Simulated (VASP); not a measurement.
# YN (Fm-3m) in VASP: settings compared

YN is run at these levels: BLYP, LDA, PBE, r2SCAN; tasks: single point.

All numbers are computed with VASP 6.6.1; they aren't measurements. Logs are shortened: lines on timing, memory, paths and dates and some standing lists are left out, and cuts for length are marked.

**1. The cell of the first run**

It takes space group Fm-3m (No. 225, cubic). The conventional cell has a = 4.877 Å, b = 4.877 Å, c = 4.877 Å, α = 90.00°, β = 90.00°, γ = 90.00°. Y (site symmetry m-3m) has 6 N at 2.44 Å within 3.2 Å. N (site symmetry m-3m) has 6 Y at 2.44 Å within 3.2 Å.

**2. Single point, BLYP**

File INCAR:

```
SYSTEM = YN
AGGAC = 1.0
AGGAX = 1.0
ALDAC = 0.0
ALDAX = 1.0
ALGO = Normal
EDIFF = 1E-6
ENCUT = 600
GGA = B5
GGA_COMPAT = .False.
ISIF = 2
ISMEAR = 0
LASPH = .True.
LCHARG = .True.
LELF = .True.
LREAL = .False.
LVHAR = .True.
LWAVE = .False.
NBANDS = 15
NELM = 120
PREC = Accurate
SIGMA = 0.01
```

File KPOINTS:

```
k-points
0
Gamma
  6 6 6
  0 0 0
```

File POSCAR:

```
YN
1.0
    3.4485600000      0.0000000000      0.0000000000
    1.7242800000      2.9865405665      0.0000000000
    1.7242800000      0.9955135222      2.8157374491
Y N
1 1
Direct
    0.0000000000      0.0000000000      0.0000000000
    0.5000000000      0.5000000000      0.5000000000
```

Potentials or basis: VASP PAW PBE potentials, release 64 (Y_sv, N).

Started as:

```
cat potpaw_PBE.64/Y_sv/POTCAR potpaw_PBE.64/N/POTCAR > POTCAR
mpirun -np 1 vasp_std > vasp.out
```

OUTCAR:

```text
SYSTEM = YN
   EDIFF = 1E-6
   ENCUT = 600
   GGA = B5
   ISIF = 2
   ISMEAR = 0
   LASPH = .True.
   LREAL = .False.
   NELM = 120
   PREC = Accurate

 ion  position               nearest neighbor table
   1  0.000  0.000  0.000-   2 2.44   2 2.44   2 2.44   2 2.44   2 2.44   2 2.44
   2  0.500  0.500  0.500-   1 2.44   1 2.44   1 2.44   1 2.44   1 2.44   1 2.44

  LATTYP: Found a face centered cubic cell.
 ALAT       =     4.8770003227

  Lattice vectors:

 A1 = (   3.4485600000,   0.0000000000,   0.0000000000)
 A2 = (   1.7242800000,   2.9865405665,   0.0000000000)
 A3 = (   1.7242800000,   0.9955135222,   2.8157374491)

Analysis of symmetry for initial positions (statically):
=====================================================================
 Subroutine PRICEL returns:
 Original cell was already a primitive cell.

 Routine SETGRP: Setting up the symmetry group for a
 face centered cubic supercell.

 Subroutine GETGRP returns: Found 48 space group operations
 (whereof 48 operations were pure point group operations)
 out of a pool of 48 trial point group operations.

The static configuration has the point symmetry O_h .

Analysis of symmetry for dynamics (positions and initial velocities):
=====================================================================
 Subroutine PRICEL returns:
 Original cell was already a primitive cell.

 Routine SETGRP: Setting up the symmetry group for a
 face centered cubic supercell.

 Subroutine GETGRP returns: Found 48 space group operations
 (whereof 48 operations were pure point group operations)
 out of a pool of 48 trial point group operations.

The dynamic configuration has the point symmetry O_h .

 Subroutine INISYM returns: Found 48 space group operations
 (whereof 48 operations are pure point group operations),
 and found     1 'primitive' translations

----------------------------------------------------------------------------------------

                                     Primitive cell

  volume of cell :      29.0000

  direct lattice vectors                    reciprocal lattice vectors
     3.448560000  0.000000000  0.000000000     0.289976106 -0.167417783 -0.118382250
     1.724280000  2.986540566  0.000000000     0.000000000  0.334835566 -0.118382250
     1.724280000  0.995513522  2.815737449     0.000000000  0.000000000  0.355146749

  length of vectors
     3.448560000  3.448560000  3.448560000     0.355146749  0.355146749  0.355146749

  position of ions in fractional coordinates (direct lattice)
[... 80 lines left out ...]
   PSTRESS=    0.0 pullay stress
   NELECT =      16.0000    total number of electrons
   NUPDOWN=      -1.0000    fix difference up-down
   EMIN   =  10.00;   EMAX   =-10.00  energy-range for DOS
   EFERMI =   0.00;   METHOD = LEGACY
   ISMEAR =     0;   SIGMA  =   0.01  broadening in eV -4-tet -1-fermi 0-gaus
   EFERMI_NEDOS =   21; number of points for ismear=-14 and -15
   IALGO  =     38    algorithm
   IMIX   =      4    mixing-type and parameters
     AMIX     =   0.40;   BMIX     =  1.00
     AMIX_MAG =   1.60;   BMIX_MAG =  1.00
  volume/ion in A,a.u.               =      14.50        97.85
  Fermi-wavevector in a.u.,A,eV,Ry     =   1.342709  2.537353 24.529517  1.802869
  Thomas-Fermi vector in A             =   2.470842
   LORBIT       =      0    0 simple, 1 ext, 2 COOP (PROOUT), +10 PAW based schemes
   GGA     = B5    functional components
   LHFCALC =     F    Hartree Fock is set to
   AEXX    =    0.0000 exact exchange contribution
   IVDW    =     0    specifies the selected vdW correction
   LEPSILON=     F    determine dielectric tensor
   LRPA    =     F    only Hartree local field effects (RPA)
 non-spin polarized calculation
 Gauss-broadening in eV      SIGMA  =   0.01
  energy-cutoff  :      600.00
  volume of cell :       29.00
 maximum number of plane-waves:       982
   NGX = 13   NGY = 13   NGZ = 13

 number of electron      16.0000002 magnetization

 Free energy of the ion-electron system (eV)
  ---------------------------------------------------
  ext. energy  EPLUGINS =         0.00000000
  ---------------------------------------------------
  free energy    TOTEN  =       -17.05525096 eV

  energy without entropy =      -17.05525096  energy(sigma->0) =      -17.05525096

 E-fermi :   4.7498     XC(G=0): -10.6696

 val. band max:        4.6718154118   @ k =   0.0000   0.0000   0.0000
 cond. band min:       4.9717949207   @ k =   0.5000   0.5000   0.0000
 fundamental gap:      0.2999795088
 Fermi energy:         4.7498269709

 k-point     1 :       0.0000    0.0000    0.0000
  band No.  band energies     occupation
      1     -36.2127      2.00000
      2     -15.9111      2.00000
      3     -15.9111      2.00000
      4     -15.9111      2.00000
      5      -8.1645      2.00000
      6       4.6718      2.00000
      7       4.6718      2.00000
      8       4.6718      2.00000
      9       7.8055      0.00000
     10       7.8055      0.00000
     11       7.8055      0.00000
     12       9.1964      0.00000
     13       9.7681      0.00000
     14       9.7681      0.00000
[... 257 lines left out ...]
      2     -16.6293      2.00000
      3     -16.3705      2.00000
      4     -16.2996      2.00000
      5      -7.3975      2.00000
      6       2.9248      2.00000
      7       3.1914      2.00000
      8       3.3955      2.00000
      9       7.1391      0.00000
     10      10.3594      0.00000
     11      11.9068      0.00000
     12      12.4715      0.00000
     13      13.1830      0.00000
     14      16.6239      0.00000
     15      17.0140      0.00000

------------------------ aborting loop because EDIFF is reached ----------------------------------------

  FORCE on cell =-STRESS in cart. coord.  units (eV):
  Direction    XX          YY          ZZ          XY          YZ          ZX
  --------------------------------------------------------------------------------------
  -------------------------------------------------------------------------------------
  Total        1.4505386      1.4505386      1.4505386      0.0000000      0.0000000      0.0000000
  in kB       80.1385564     80.1385564     80.1385564      0.0000000      0.0000000      0.0000000
  external PRESSURE =      80.1385564 kB  Pullay stress =       0.0000000 kB

 VOLUME and BASIS-vectors are now :
 -----------------------------------------------------------------------------
  energy-cutoff  :      600.00
  volume of cell :       29.00
      direct lattice vectors                 reciprocal lattice vectors
     3.448560000  0.000000000  0.000000000     0.289976106 -0.167417783 -0.118382250
     1.724280000  2.986540566  0.000000000     0.000000000  0.334835566 -0.118382250
     1.724280000  0.995513522  2.815737449     0.000000000  0.000000000  0.355146749

 POSITION                                       TOTAL-FORCE (eV/Angst)
 -----------------------------------------------------------------------------------
      0.00000      0.00000      0.00000         0.000000     -0.000000      0.000000
      3.44856      1.99103      1.40787        -0.000000      0.000000      0.000000
 -----------------------------------------------------------------------------------
    total drift:                                0.000000      0.000000      0.000000

  FREE ENERGIE OF THE ION-ELECTRON SYSTEM (eV)
  ---------------------------------------------------
  free  energy   TOTEN  =       -17.0552509630 eV

  energy  without entropy=      -17.0552509630  energy(sigma->0) =      -17.05525096
```

OSZICAR:

```text
N       E                     dE             d eps       ncg     rms          rms(c)
DAV:   1     0.606085042433E+02    0.60609E+02   -0.91534E+03   480   0.119E+03
DAV:   2    -0.181305513475E+02   -0.78739E+02   -0.72608E+02   685   0.251E+02
DAV:   3    -0.214198493925E+02   -0.32893E+01   -0.32701E+01   579   0.438E+01
DAV:   4    -0.214711517339E+02   -0.51302E-01   -0.51292E-01   600   0.531E+00
DAV:   5    -0.214718661918E+02   -0.71446E-03   -0.71445E-03   585   0.526E-01    0.302E+01
DAV:   6    -0.173354667148E+02    0.41364E+01   -0.11067E+01   543   0.280E+01    0.334E+01
DAV:   7    -0.170803310713E+02    0.25514E+00   -0.69034E-01   593   0.720E+00    0.244E+01
DAV:   8    -0.170984404699E+02   -0.18109E-01   -0.31464E-01   725   0.520E+00    0.128E+01
DAV:   9    -0.170546263072E+02    0.43814E-01   -0.57829E-02   682   0.249E+00    0.182E+00
DAV:  10    -0.170551765848E+02   -0.55028E-03   -0.64408E-03   530   0.724E-01    0.564E-01
DAV:  11    -0.170552560011E+02   -0.79416E-04   -0.34071E-04   644   0.170E-01    0.325E-01
DAV:  12    -0.170552507276E+02    0.52735E-05   -0.30096E-05   579   0.522E-02    0.903E-02
DAV:  13    -0.170552509630E+02   -0.23538E-06   -0.43358E-06   529   0.197E-02
   1 F= -.17055251E+02 E0= -.17055251E+02  d E =-.290689E-30
```

stdout:

```text
POSCAR found type information on POSCAR Y N
 POSCAR found :  2 types and       2 ions
 scaLAPACK will be used
 -----------------------------------------------------------------------------
|                                                                             |
|                                                                             |
|     You enforced a specific xc type in the INCAR file but a different       |
|     I HOPE YOU KNOW WHAT YOU ARE DOING!                                     |
|                                                                             |
 -----------------------------------------------------------------------------

 LDA part: xc-table for (Slater(with rela. corr.)+VWN5), standard interpolation
 POSCAR, INCAR and KPOINTS ok, starting setup
 FFT: planning ... GRIDC
 FFT: planning ... GRID_SOFT
 FFT: planning ... GRID
 WAVECAR not read
 entering main loop
```

Run time: 45 s. Hardware: 1 thread of Intel Xeon 8259CL, shared host; peak memory 0.18 GiB.

What came out:

- Free energy: -17.0553 eV
- Pressure: 8.0 GPa
- Band gap on the k mesh: 0.30 eV, indirect (least direct gap 0.67 eV)

Levels at points of the mesh, in eV from the valence-band top:
```tsv
k point	band 4	band 5	band 6	band 7	band 8	band 9	band 10	band 11	band 12	band 13
(0.00, 0.00, 0.00)	-20.58	-12.84	0.00	0.00	0.00	3.13	3.13	3.13	4.52	5.10
(0.50, 0.00, 0.00)	-20.67	-11.09	-3.98	-2.26	-2.26	5.72	6.30	6.30	7.16	10.12
(0.50, 0.50, 0.00)	-20.91	-12.43	-1.40	-0.37	-0.37	0.30	6.79	7.27	7.79	7.79
```

Caveat: the PAW data sets were made with another functional, which shifts forces and pressure a little. A k mesh can miss the band edges.

**3. Single point, LDA**

File INCAR:

```
  PREC = Accurate
  ENCUT = 600
  EDIFF = 1E-6
  ISMEAR = 0
  SIGMA = 0.01
  LREAL = F
  LASPH = T
  NELM = 120
  ALGO = Normal
  ISIF = 2
  LWAVE = F
  LCHARG = F
  GGA = CA
  NBANDS = 15
  GGA_COMPAT = F
```

File KPOINTS:

```
Automatic mesh
0
Gamma
  6 6 6
```

POSCAR is that of step 2.

Potentials or basis: VASP PAW LDA potentials, release 64 (Y_sv, N).

Started as:

```
cat potpaw_LDA.64/Y_sv/POTCAR potpaw_LDA.64/N/POTCAR > POTCAR
mpirun -np 1 vasp_std > vasp.out
```

Run time: 22 s. Hardware: 1 thread of Intel Xeon 8259CL, shared host; peak memory 0.16 GiB.

Results (log left out):

```yaml
Free_energy: -19.8595 eV
Pressure: -5.6 GPa
Band_gap_on_the_k_mesh: 0.06 eV, indirect (least direct gap 0.44 eV)
```

Levels at points of the mesh, in eV from the valence-band top:
```
           k point  band 5  band 6  band 7  band 8  band 9  band 10  band 11  band 12
(0.00, 0.00, 0.00)  -12.72    0.00    0.00    0.00    3.04     3.04     3.04     4.20
(0.50, 0.00, 0.00)  -10.85   -4.16   -2.30   -2.30    5.67     6.35     6.35     6.71
(0.50, 0.50, 0.00)  -12.26   -1.48   -0.38   -0.38    0.06     6.86     7.31     7.93
```

A k mesh can miss the band edges.

**4. Single point, PBE**

File INCAR:

```
ALGO = Normal
EDIFF = 1E-6
ENCUT = 600
GGA = PE
GGA_COMPAT = F
ISIF = 2
ISMEAR = 0
LASPH = T
LCHARG = F
LREAL = F
LWAVE = F
NBANDS = 15
NELM = 120
PREC = Accurate
SIGMA = 0.01
```

File KPOINTS:

```
k-points
0
Gamma
  6 6 6
```

POSCAR is that of step 3.

Potentials or basis: VASP PAW PBE potentials, release 64 (Y_sv, N).

Started as:

```
cat potpaw_PBE.64/Y_sv/POTCAR potpaw_PBE.64/N/POTCAR > POTCAR
mpirun -np 1 vasp_std > vasp.out
```

OUTCAR:

```text
EDIFF = 1E-6
   ENCUT = 600
   GGA = PE
   ISIF = 2
   ISMEAR = 0
   LASPH = T
   LREAL = F
   NELM = 120
   PREC = Accurate

 ion  position               nearest neighbor table
   1  0.000  0.000  0.000-   2 2.44   2 2.44   2 2.44   2 2.44   2 2.44   2 2.44
   2  0.500  0.500  0.500-   1 2.44   1 2.44   1 2.44   1 2.44   1 2.44   1 2.44

  LATTYP: Found a face centered cubic cell.
 ALAT       =     4.8770003227

  Lattice vectors:

 A1 = (   3.4485600000,   0.0000000000,   0.0000000000)
 A2 = (   1.7242800000,   2.9865405665,   0.0000000000)
 A3 = (   1.7242800000,   0.9955135222,   2.8157374491)

Analysis of symmetry for initial positions (statically):
=====================================================================
 Subroutine PRICEL returns:
 Original cell was already a primitive cell.

 Routine SETGRP: Setting up the symmetry group for a
 face centered cubic supercell.

 Subroutine GETGRP returns: Found 48 space group operations
 (whereof 48 operations were pure point group operations)
 out of a pool of 48 trial point group operations.

The static configuration has the point symmetry O_h .

Analysis of symmetry for dynamics (positions and initial velocities):
=====================================================================
 Subroutine PRICEL returns:
 Original cell was already a primitive cell.

 Routine SETGRP: Setting up the symmetry group for a
 face centered cubic supercell.

 Subroutine GETGRP returns: Found 48 space group operations
 (whereof 48 operations were pure point group operations)
 out of a pool of 48 trial point group operations.

The dynamic configuration has the point symmetry O_h .

 Subroutine INISYM returns: Found 48 space group operations
 (whereof 48 operations are pure point group operations),
 and found     1 'primitive' translations

----------------------------------------------------------------------------------------

                                     Primitive cell

[... 110 lines left out ...]
   LEPSILON=     F    determine dielectric tensor
   LRPA    =     F    only Hartree local field effects (RPA)
 non-spin polarized calculation
 Gauss-broadening in eV      SIGMA  =   0.01
  energy-cutoff  :      600.00
  volume of cell :       29.00
 maximum number of plane-waves:       982
   NGX = 13   NGY = 13   NGZ = 13

 number of electron      16.0000002 magnetization

 Free energy of the ion-electron system (eV)
  ---------------------------------------------------
  ext. energy  EPLUGINS =         0.00000000
  ---------------------------------------------------
  free energy    TOTEN  =       -18.21704250 eV

  energy without entropy =      -18.21704250  energy(sigma->0) =      -18.21704250

 E-fermi :   4.2960     XC(G=0): -11.2799

 val. band max:        4.2129302425   @ k =   0.0000   0.0000   0.0000
 cond. band min:       4.3730551211   @ k =   0.5000   0.5000   0.0000
 fundamental gap:      0.1601248786
 Fermi energy:         4.2959603599

 k-point     1 :       0.0000    0.0000    0.0000
  band No.  band energies     occupation
      1     -36.6066      2.00000
      2     -16.2433      2.00000
      3     -16.2433      2.00000
      4     -16.2433      2.00000
      5      -8.7221      2.00000
      6       4.2129      2.00000
      7       4.2129      2.00000
      8       4.2129      2.00000
      9       7.3483      0.00000
     10       7.3483      0.00000
     11       7.3483      0.00000
     12       8.4246      0.00000
     13       9.3457      0.00000
     14       9.3457      0.00000
[... 257 lines left out ...]
      2     -16.9813      2.00000
      3     -16.7145      2.00000
      4     -16.6429      2.00000
      5      -7.9148      2.00000
      6       2.4385      2.00000
      7       2.6490      2.00000
      8       2.8614      2.00000
      9       6.6133      0.00000
     10       9.9024      0.00000
     11      11.5029      0.00000
     12      12.1727      0.00000
     13      12.8145      0.00000
     14      16.0915      0.00000
     15      16.3580      0.00000

------------------------ aborting loop because EDIFF is reached ----------------------------------------

  FORCE on cell =-STRESS in cart. coord.  units (eV):
  Direction    XX          YY          ZZ          XY          YZ          ZX
  --------------------------------------------------------------------------------------
  -------------------------------------------------------------------------------------
  Total        0.5139077      0.5139077      0.5139077     -0.0000000      0.0000000      0.0000000
  in kB       28.3920914     28.3920914     28.3920914     -0.0000000      0.0000000      0.0000000
  external PRESSURE =      28.3920914 kB  Pullay stress =       0.0000000 kB

 VOLUME and BASIS-vectors are now :
 -----------------------------------------------------------------------------
  energy-cutoff  :      600.00
  volume of cell :       29.00
      direct lattice vectors                 reciprocal lattice vectors
     3.448560000  0.000000000  0.000000000     0.289976106 -0.167417783 -0.118382250
     1.724280000  2.986540566  0.000000000     0.000000000  0.334835566 -0.118382250
     1.724280000  0.995513522  2.815737449     0.000000000  0.000000000  0.355146749

 POSITION                                       TOTAL-FORCE (eV/Angst)
 -----------------------------------------------------------------------------------
      0.00000      0.00000      0.00000        -0.000000     -0.000000      0.000000
      3.44856      1.99103      1.40787         0.000000      0.000000      0.000000
 -----------------------------------------------------------------------------------
    total drift:                                0.000000      0.000000      0.000000

  FREE ENERGIE OF THE ION-ELECTRON SYSTEM (eV)
  ---------------------------------------------------
  free  energy   TOTEN  =       -18.2170424975 eV

  energy  without entropy=      -18.2170424975  energy(sigma->0) =      -18.21704250
```

stdout:

```text
POSCAR found type information on POSCAR Y N
 POSCAR found :  2 types and       2 ions
 scaLAPACK will be used
 LDA part: xc-table for (Slater+PW92), standard interpolation
 POSCAR, INCAR and KPOINTS ok, starting setup
 FFT: planning ... GRIDC
 FFT: planning ... GRID_SOFT
 FFT: planning ... GRID
 WAVECAR not read
 entering main loop
```

Run time: 23 s. Hardware: 1 thread of Intel Xeon 8259CL, shared host; peak memory 0.18 GiB.

What came out:

```
Free energy            : -18.2170 eV
Pressure               : 2.8 GPa
Band gap on the k mesh : 0.16 eV, indirect (least direct gap 0.54 eV)
```

A k mesh can miss the band edges.

(Continued in part 2 of 2.)
